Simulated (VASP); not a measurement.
Os:

```
Os
1.0
     2.67551    0.00000    0.00000
    -1.33775    2.31706    0.00000
     0.00000    0.00000    4.24036
Os
2
Direct
  0.33333 0.66667 0.25000
  0.66667 0.33333 0.75000
```

Base run:

```yaml
Program: VASP 6.6.1
Functional: LDA
Potentials_or_basis: VASP PAW LDA potentials, release 64 (Os)
Cutoff: 520 eV
k_mesh: 9 × 9 × 5
Occupations: fermi-dirac, width 0.05 eV
Spin: no spin polarisation
```

Its results: band gap on the k mesh zero (band 8 reaches 12.62 eV, above the bottom of band 9 at 8.38 eV); pressure 21.6 GPa.

Q: The run is repeated on the same cell with these changes: potentials or basis from VASP PAW LDA potentials, release 64 (Os) to VASP PAW LDA potentials, release 64 (Os_sv_GW); cutoff from 520 eV to 500 eV; further incar settings from ALGO = Normal; EDIFF = 1e-07; NBANDS = 15 to ALGO = Normal; EDIFF = 1e-06; NBANDS = 23; valence electrons from 16 to 32. What comes out?

A: Band gap on the k mesh zero (band 16 reaches 17.02 eV, above the bottom of band 17 at 12.76 eV); pressure 19.6 GPa.

Caveats: spin-orbit coupling is left out, which moves the levels of the heavy elements.
